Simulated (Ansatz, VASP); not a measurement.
# Au in VASP and in Ansatz

```
CELL_PARAMETERS angstrom
0.00000 2.04397 2.04397
2.04397 0.00000 2.04397
2.04397 2.04397 0.00000
ATOMIC_POSITIONS crystal
Au 0.00000 0.00000 0.00000
```

Alike in both runs: functional PBEsol; k mesh 8 × 8 × 8; occupations gaussian, width 0.1 eV; no spin polarisation.

Ansatz relaxed the structure, and its values are those at the end. VASP's run is a single point on that final structure, the one shown.

|  | VASP | Ansatz |
| --- | --- | --- |
| version | VASP 6.6.1 | Ansatz 0.2.0 |
| potentials or method | VASP PAW PBE potentials, release 64 (Au), cutoff 500 eV | scalar-relativistic, plane waves, PAW |
| valence electrons in the cell | 11 | 19 |

VASP gave:

- gap on the k mesh at the Fermi level (eV): none
- pressure (GPa): 0.1

Problem. Estimate Ansatz's values.

Solution. gap on the k mesh at the Fermi level (eV): none; pressure (GPa): 0.3.

VASP's potentials were made for PBE, not for PBEsol. A gap of «none» marks a metal or a gap that the smearing closes. VASP's potentials hold 11 valence electrons a cell and Ansatz's 19, so a difference there can come from the potentials and not from the codes.

Neither program's run includes spin-orbit coupling.
